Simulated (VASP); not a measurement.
# HfB (Fm-3m) in VASP: a series of runs

HfB is run at these levels: LDA, PBE; tasks: single point.

Program: VASP 6.6.1. These are calculated values, not measurements. Logs are shortened: lines on timing, memory, paths and dates and some standing lists are left out, and cuts for length are marked.

## 1. The cell of the first run

The structure is cubic, space group Fm-3m (No. 225). The conventional cell has a = 4.620 Å, b = 4.620 Å, c = 4.620 Å, α = 90.00°, β = 90.00°, γ = 90.00°. Hf (site symmetry m-3m) has 6 B at 2.31 Å within 3.1 Å. B (site symmetry m-3m) has 6 Hf at 2.31 Å within 3.1 Å.

## 2. Single point, LDA, non-collinear spin, zero start, spin-orbit coupling

INCAR reads:

```
PREC = Accurate ; ENCUT = 520
EDIFF = 1E-7 ; ISMEAR = -1
SIGMA = 0.05 ; LREAL = False
LASPH = True ; NELM = 150
ALGO = Normal ; ISIF = 2
LWAVE = False ; LCHARG = False
MAGMOM = 0 0 0 0 0 0 ; LORBIT = 11
LSORBIT = True ; GGA_COMPAT = False
LORBMOM = True ; LMAXMIX = 4
NBANDS = 25
```

KPOINTS reads:

```
regular mesh
0
Gamma
  7 7 7
```

POSCAR reads:

```
HfB
1.0
    0.0000000000      2.3100000000      2.3100000000
    2.3100000000      0.0000000000      2.3100000000
    2.3100000000      2.3100000000      0.0000000000
Hf B
1 1
Direct
    0.5000000000      0.5000000000      0.5000000000
    0.0000000000      0.0000000000      0.0000000000
```

Potentials or basis: VASP PAW LDA potentials, release 64 (Hf_pv, B).

Command:

```
cat potpaw_LDA.64/Hf_pv/POTCAR potpaw_LDA.64/B/POTCAR > POTCAR
mpirun -np 1 vasp_ncl > vasp.out
```

OUTCAR:

```text
PREC = Accurate
   ENCUT = 520
   EDIFF = 1E-7
   ISMEAR = -1
   LREAL = False
   LASPH = True
   NELM = 150
   ISIF = 2
   LORBIT = 11
   LSORBIT = True

 ion  position               nearest neighbor table
   1  0.500  0.500  0.500-   2 2.31   2 2.31   2 2.31   2 2.31   2 2.31   2 2.31
   2  0.000  0.000  0.000-   1 2.31   1 2.31   1 2.31   1 2.31   1 2.31   1 2.31

  LATTYP: Found a face centered cubic cell.
 ALAT       =     4.6200000000

  Lattice vectors:

 A1 = (   0.0000000000,   2.3100000000,   2.3100000000)
 A2 = (   2.3100000000,   0.0000000000,   2.3100000000)
 A3 = (   2.3100000000,   2.3100000000,   0.0000000000)

Analysis of symmetry for initial positions (statically):
=====================================================================
 Subroutine PRICEL returns:
 Original cell was already a primitive cell.

 Routine SETGRP: Setting up the symmetry group for a
 face centered cubic supercell.

 Subroutine GETGRP returns: Found 48 space group operations
 (whereof 48 operations were pure point group operations)
 out of a pool of 48 trial point group operations.

The static configuration has the point symmetry O_h .

Analysis of symmetry for dynamics (positions and initial velocities):
=====================================================================
 Subroutine PRICEL returns:
 Original cell was already a primitive cell.

 Routine SETGRP: Setting up the symmetry group for a
 face centered cubic supercell.

 Subroutine GETGRP returns: Found 48 space group operations
 (whereof 48 operations were pure point group operations)
 out of a pool of 48 trial point group operations.

The dynamic configuration has the point symmetry O_h .

Analysis of structural, dynamic, and magnetic symmetry:
=====================================================================
 Subroutine PRICEL returns:
 Original cell was already a primitive cell.

 Routine SETGRP: Setting up the symmetry group for a
 face centered cubic supercell.

 Subroutine GETGRP returns: Found 48 space group operations
 (whereof 48 operations were pure point group operations)
 out of a pool of 48 trial point group operations.

The overall configuration has the point symmetry O_h .

 Subroutine INISYM returns: Found 48 space group operations
 (whereof 48 operations are pure point group operations),
 and found     1 'primitive' translations

----------------------------------------------------------------------------------------

                                     Primitive cell

  volume of cell :      24.6528

  direct lattice vectors                    reciprocal lattice vectors
     0.000000000  2.310000000  2.310000000    -0.216450216  0.216450216  0.216450216
     2.310000000  0.000000000  2.310000000     0.216450216 -0.216450216  0.216450216
     2.310000000  2.310000000  0.000000000     0.216450216  0.216450216 -0.216450216

  length of vectors
     3.266833329  3.266833329  3.266833329     0.374902772  0.374902772  0.374902772

  position of ions in fractional coordinates (direct lattice)
     0.500000000  0.500000000  0.500000000
     0.000000000  0.000000000  0.000000000

  ion indices of the primitive-cell ions
   primitive index   ion index
                 1           1
                 2           2

----------------------------------------------------------------------------------------

 KPOINTS: regular mesh

Automatic generation of k-mesh.
 Grid dimensions read from file:
 generate k-points for:    7    7    7

 Generating k-lattice:

  Cartesian coordinates                     Fractional coordinates (reciprocal lattice)
[... 90 lines left out ...]

 number of electron      13.0000000 magnetization       0.0000000      0.0000000      0.0000000

 number of electron      13.0000002 magnetization      -0.0000000     -0.0000000     -0.0000000

 number of electron      13.0000002 magnetization      -0.0000000      0.0000000     -0.0000000

 number of electron      13.0000002 magnetization       0.0000000     -0.0000000      0.0000000

 Free energy of the ion-electron system (eV)
  ---------------------------------------------------
  ext. energy  EPLUGINS =         0.00000000
  ---------------------------------------------------
  free energy    TOTEN  =       -19.56188164 eV

  energy without entropy =      -19.54778846  energy(sigma->0) =      -19.55483505

 E-fermi :   5.0526     XC(G=0): -12.4551

 val. band max:        5.0287224104   @ k =   0.4286   0.2857   0.1429
 cond. band min:       5.0552218544   @ k =  -0.1429   0.1429   0.0000
 fundamental gap:      0.0264994439
 Fermi energy:         5.0526215467

 k-point     1 :       0.0000    0.0000    0.0000
  band No.  band energies     occupation
      1     -27.8757      1.00000
      2     -27.8757      1.00000
      3     -20.8613      1.00000
      4     -20.8613      1.00000
      5     -20.8613      1.00000
      6     -20.8613      1.00000
[... 549 lines left out ...]
     24      16.3417      0.00000
     25      19.2949      0.00000

------------------------ aborting loop because EDIFF is reached ----------------------------------------

  FORCE on cell =-STRESS in cart. coord.  units (eV):
  Direction    XX          YY          ZZ          XY          YZ          ZX
  --------------------------------------------------------------------------------------
  -------------------------------------------------------------------------------------
  Total        2.9625853      2.9625853      2.9625853      0.0000000      0.0000000      0.0000000
  in kB      192.5375777    192.5375777    192.5375777      0.0000000      0.0000000      0.0000000
  external PRESSURE =     192.5375777 kB  Pullay stress =       0.0000000 kB

 VOLUME and BASIS-vectors are now :
 -----------------------------------------------------------------------------
  energy-cutoff  :      520.00
  volume of cell :       24.65
      direct lattice vectors                 reciprocal lattice vectors
     0.000000000  2.310000000  2.310000000    -0.216450216  0.216450216  0.216450216
     2.310000000  0.000000000  2.310000000     0.216450216 -0.216450216  0.216450216
     2.310000000  2.310000000  0.000000000     0.216450216  0.216450216 -0.216450216

 POSITION                                       TOTAL-FORCE (eV/Angst)
 -----------------------------------------------------------------------------------
      2.31000      2.31000      2.31000         0.000000     -0.000000      0.000000
      0.00000      0.00000      0.00000        -0.000000      0.000000     -0.000000
 -----------------------------------------------------------------------------------
    total drift:                               -0.000000     -0.000000     -0.000000

  FREE ENERGIE OF THE ION-ELECTRON SYSTEM (eV)
  ---------------------------------------------------
  free  energy   TOTEN  =       -19.5618816409 eV

  energy  without entropy=      -19.5477884553  energy(sigma->0) =      -19.55483505

 orbital moment (x)

 # of ion     p       d       tot
 ----------------------------------------
  1         0.000   0.000   0.000
  2        -0.000   0.000  -0.000
 ----------------------------------------
           -0.000   0.000   0.000

 orbital moment (y)

 # of ion     p       d       tot
 ----------------------------------------
  1         0.000   0.000   0.000
  2         0.000   0.000   0.000
 ----------------------------------------
            0.000   0.000   0.000

 orbital moment (z)

 # of ion     p       d       tot
 ----------------------------------------
  1         0.000   0.000   0.000
  2         0.000   0.000   0.000
 ----------------------------------------
            0.000   0.000   0.000

 Spin-Orbit-Coupling matrix elements

 Ion:    1  E_soc:     -1.3931988
 l=   1
     0.0000000    -0.2241987    -0.2241987
    -0.2241987     0.0000000    -0.2241987
    -0.2241987    -0.2241987     0.0000000
 l=   2
     0.0000000    -0.0016828     0.0000000    -0.0016828    -0.0063183
    -0.0016828     0.0000000    -0.0047387    -0.0016828    -0.0015796
     0.0000000    -0.0047387     0.0000000    -0.0047387     0.0000000
    -0.0016828    -0.0016828    -0.0047387     0.0000000    -0.0015796
    -0.0063183    -0.0015796     0.0000000    -0.0015796     0.0000000
 l=   3
     0.0000000     0.0000000     0.0000000     0.0000000     0.0000000     0.0000000     0.0000000
     0.0000000     0.0000000     0.0000000     0.0000000     0.0000000     0.0000000     0.0000000
     0.0000000     0.0000000     0.0000000     0.0000000     0.0000000     0.0000000     0.0000000
     0.0000000     0.0000000     0.0000000     0.0000000     0.0000000     0.0000000     0.0000000
     0.0000000     0.0000000     0.0000000     0.0000000     0.0000000     0.0000000     0.0000000
     0.0000000     0.0000000     0.0000000     0.0000000     0.0000000     0.0000000     0.0000000
     0.0000000     0.0000000     0.0000000     0.0000000     0.0000000     0.0000000     0.0000000

 Ion:    2  E_soc:      0.0000334
 l=   1
     0.0000000     0.0000056     0.0000056
     0.0000056     0.0000000     0.0000056
     0.0000056     0.0000056     0.0000000
 l=   2
     0.0000000     0.0000000     0.0000000     0.0000000     0.0000000
     0.0000000     0.0000000     0.0000000     0.0000000     0.0000000
     0.0000000     0.0000000     0.0000000     0.0000000     0.0000000
     0.0000000     0.0000000     0.0000000     0.0000000     0.0000000
     0.0000000     0.0000000     0.0000000     0.0000000     0.0000000
 l=   3
     0.0000000     0.0000000     0.0000000     0.0000000     0.0000000     0.0000000     0.0000000
     0.0000000     0.0000000     0.0000000     0.0000000     0.0000000     0.0000000     0.0000000
     0.0000000     0.0000000     0.0000000     0.0000000     0.0000000     0.0000000     0.0000000
     0.0000000     0.0000000     0.0000000     0.0000000     0.0000000     0.0000000     0.0000000
     0.0000000     0.0000000     0.0000000     0.0000000     0.0000000     0.0000000     0.0000000
     0.0000000     0.0000000     0.0000000     0.0000000     0.0000000     0.0000000     0.0000000
     0.0000000     0.0000000     0.0000000     0.0000000     0.0000000     0.0000000     0.0000000

 total charge

# of ion       s       p       d       tot
------------------------------------------
    1        0.356   6.726   1.915   8.998
    2        0.791   1.146   0.000   1.937
--------------------------------------------------
tot          1.147   7.872   1.915  10.935

 magnetization (x)

# of ion       s       p       d       tot
------------------------------------------
    1       -0.000  -0.000   0.000  -0.000
    2       -0.000   0.000   0.000   0.000
--------------------------------------------------
tot         -0.000   0.000   0.000   0.000

 magnetization (y)

# of ion       s       p       d       tot
------------------------------------------
    1        0.000   0.000  -0.000  -0.000
    2        0.000  -0.000   0.000  -0.000
--------------------------------------------------
tot          0.000  -0.000  -0.000  -0.000

 magnetization (z)

# of ion       s       p       d       tot
------------------------------------------
    1       -0.000  -0.000   0.000  -0.000
    2       -0.000  -0.000   0.000  -0.000
--------------------------------------------------
tot         -0.000  -0.000   0.000  -0.000
```

Wall time 8.9 s (1 thread of Intel Xeon 6975P-C (Granite Rapids), shared host); peak memory 0.18 GiB.

Results:

```
Free energy                                           : -19.5619 eV
Pressure                                              : 19.3 GPa
Net moment                                            : 0.00 μB per cell
Valence electrons inside the program's atomic spheres : Hf 9.00; B 1.94
```

Moments on the atoms (μB; x, y, z):
```
Hf  0.00 0.00 0.00
B   0.00 0.00 0.00
```

## 3. Single point, PBE

INCAR reads:

```
  ALGO = Normal
  EDIFF = 1E-6
  ENCUT = 520
  GGA = PE
  ISIF = 2
  ISMEAR = -1
  LASPH = True
  LCHARG = False
  LREAL = False
  LWAVE = False
  NBANDS = 14
  NELM = 60
  PREC = Accurate
  SIGMA = 0.05
```

KPOINTS reads:

```
k-points
0
Gamma
  8 8 8
```

POSCAR is that of step 2.

Potentials or basis: VASP PAW PBE potentials, release 64 (Hf_pv, B).

Command:

```
cat potpaw_PBE.64/Hf_pv/POTCAR potpaw_PBE.64/B/POTCAR > POTCAR
mpirun -np 1 vasp_std > vasp.out
```

Run time: 5.5 s. Hardware: 1 thread of AMD EPYC 9R45 (Zen 5), shared host; peak memory 0.11 GiB.

It converged, with:

- Free energy: -17.1459 eV
- Pressure: 30.7 GPa

Levels at points of the mesh, in eV from the Fermi level:
| k point | band 5 | band 6 | band 7 | band 8 | band 9 | band 10 |
| --- | --- | --- | --- | --- | --- | --- |
| (0.00, 0.00, 0.00) | 2.14 | 2.14 | 2.14 | 3.91 | 3.91 | 3.91 |
| (0.50, 0.00, 0.00) | -4.11 | -1.43 | -1.43 | 6.49 | 6.49 | 7.54 |
| (0.50, 0.50, 0.00) | -1.16 | -0.96 | 2.32 | 2.32 | 6.20 | 7.86 |

Caveat: spin-orbit coupling is left out, which moves the levels of the heavy elements.
